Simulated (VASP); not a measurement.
Mg2ZnO3: single point with LDA+U

The system is Mg2ZnO3.

```
Mg Zn O
1.0
     3.03300    0.00000    0.00000
    -1.51650    2.62665    0.00000
     0.00000    0.00000    7.40332
Mg Zn O
2 1 3
Direct
  0.33333 0.66667 0.66580
  0.66667 0.33333 0.33420
  0.00000 0.00000 0.00000
  0.33333 0.66667 0.17262
  0.66667 0.33333 0.82738
  0.00000 0.00000 0.50000
```

- Program: VASP 6.6.1
- Task: single point
- Functional: LDA
- Potentials or basis: VASP PAW LDA potentials, release 64 (Mg_sv, Zn, O)
- Cutoff: 750 eV
- k mesh: 12 × 12 × 4
- Occupations: gaussian, width 0.01 eV
- Spin: no spin polarisation
- Hubbard terms: Zn d U = 8.0 eV

```json
{"Pressure": "-17.2 GPa", "Largest force": "0.906 eV/Å", "Band gap on the k mesh": "3.23 eV (least direct gap 3.35 eV)"}
```

Forces on the atoms (eV/Å):
```
Mg   0.000  0.000  0.068
Mg   0.000  0.000 -0.068
Zn   0.000  0.000  0.000
O    0.000  0.000 -0.906
O    0.000  0.000  0.906
O    0.000  0.000  0.000
```

Stress tensor (GPa, compression positive):
```
-17.15   0.00   0.00
  0.00 -17.15   0.00
  0.00   0.00 -17.38
```

Levels at points of the mesh, in eV from the valence-band top:
| k point | band 21 | band 22 | band 23 | band 24 | band 25 | band 26 | band 27 | band 28 | band 29 | band 30 |
| --- | --- | --- | --- | --- | --- | --- | --- | --- | --- | --- |
| (0.00, 0.00, 0.00) | -0.17 | -0.17 | -0.14 | -0.13 | -0.13 | 3.23 | 6.63 | 6.79 | 11.20 | 11.94 |
| (0.50, 0.00, 0.00) | -1.51 | -1.35 | -1.01 | -0.86 | -0.51 | 6.71 | 7.74 | 8.70 | 9.45 | 11.03 |
| (0.00, 0.00, 0.50) | -0.50 | -0.41 | -0.41 | 0.00 | 0.00 | 4.33 | 5.46 | 7.10 | 11.43 | 13.12 |
| (0.50, 0.00, 0.50) | -1.77 | -1.40 | -1.10 | -0.38 | -0.34 | 6.95 | 6.98 | 9.16 | 10.36 | 10.37 |

Eigenvalues of the final occupation matrices:
```csv
site,spin,trace,eigenvalues
site 3 d,1,5.04,0.99 0.99 0.99 1.03 1.03
site 3 d,2,5.04,0.99 0.99 0.99 1.03 1.03
```

Run time: 2.6 min on 1 thread of Intel(R) Xeon(R) 6975P-C (Granite Rapids), with other jobs on the host, peak memory 0.33 GiB.

Caveat: the cell stands under tension. A k mesh can miss the band edges.
